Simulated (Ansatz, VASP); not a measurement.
ZnSe5: VASP beside Ansatz

Contents of INCAR:

```
PREC = Accurate ; ENCUT = 600
EDIFF = 1E-6 ; ISMEAR = 0
SIGMA = 0.1 ; LREAL = False
LASPH = True ; NELM = 100
ALGO = Normal ; ISIF = 3
LWAVE = False ; LCHARG = False
GGA = PE ; IBRION = 2
NSW = 90 ; EDIFFG = -0.04
```

KPOINTS

```
regular mesh
0
Gamma
  3 3 4
```

Contents of POSCAR:

```
ZnSe5
1.0
    6.6600383100      0.0000000000      0.0000000000
   -3.3300191600      5.7677623700      0.0000000000
    0.0000000000      0.0000000000      5.4126864900
Zn Se
1 5
Direct
    0.0000000000      0.0000000000      0.5000000000
    0.5031474200      0.0000000000      0.0000000000
    0.6666666700      0.3333333300      0.5000000000
    0.4968525800      0.4968525800      0.0000000000
    0.3333333300      0.6666666700      0.5000000000
    0.0000000000      0.5031474200      0.0000000000
```

Input for Ansatz:

```yaml
crystal:
  lattice:
    - [6.66003831, 0.0, 0.0]
    - [-3.33001916, 5.76776237, 0.0]
    - [0.0, 0.0, 5.41268649]
  atoms:
    - { symbol: Zn, position: [0.0, 0.0, 0.5] }
    - { symbol: Se, position: [0.50314742, 0.0, 0.0] }
    - { symbol: Se, position: [0.66666667, 0.33333333, 0.5] }
    - { symbol: Se, position: [0.49685258, 0.49685258, 0.0] }
    - { symbol: Se, position: [0.33333333, 0.66666667, 0.5] }
    - { symbol: Se, position: [0.0, 0.50314742, 0.0] }
basis:
  ecutwfc: 420
kpoints:
  mp_grid: { grid: [3, 3, 4] }
hamiltonian:
  xc: pbe
scf:
  occupations: { method: gaussian, width: 0.1 }
  lower_state_search: "off"
output:
  forces: true
  stress: true
  eigenvalues: true
relax:
  adjacent_minimum: "off"
  f_tol: 0.04
  max_steps: 70
  cell: { stress_tol: 0.4 }
```

Change from the starting cell: species swapped into the SrMg5 type (P-62m, No. 189).

Alike in both runs: task relaxation of cell and atoms; functional PBE; k mesh 3 × 3 × 4; occupations gaussian, width 0.1 eV; no spin polarisation.

|  | VASP | Ansatz |
| --- | --- | --- |
| version | VASP 6.6.1 | Ansatz 0.2.0 |
| potentials or method | VASP PAW PBE potentials, release 64 (Zn, Se), cutoff 600 eV | scalar-relativistic, plane waves, PAW |
| valence electrons in the cell | 42 | 92 |

VASP gave:

| Quantity | Value |
| --- | --- |
| gap on the k mesh at the Fermi level, each at its own relaxed structure (eV) | none |
| relaxed volume (Å³/atom) | 26.84 |
| relaxed cell length with the largest relative difference (Å) | 7.263 |

**Question.** What did Ansatz give for the same quantities?

**Answer.** gap on the k mesh at the Fermi level, each at its own relaxed structure (eV): none; relaxed volume (Å³/atom): 21.89; relaxed cell length with the largest relative difference (Å): 6.498.

A gap of «none» marks a metal or a gap that the smearing closes. One of these differences is far larger than is usual between the two programs; its cause wasn't traced. VASP's potentials hold 42 valence electrons a cell and Ansatz's 92, so a difference there can come from the potentials and not from the codes.

The k mesh is coarse, so the values compare programs but aren't converged. Noted on VASP's run: the volume moved by over 15 % at a fixed basis, so the end points are rough.
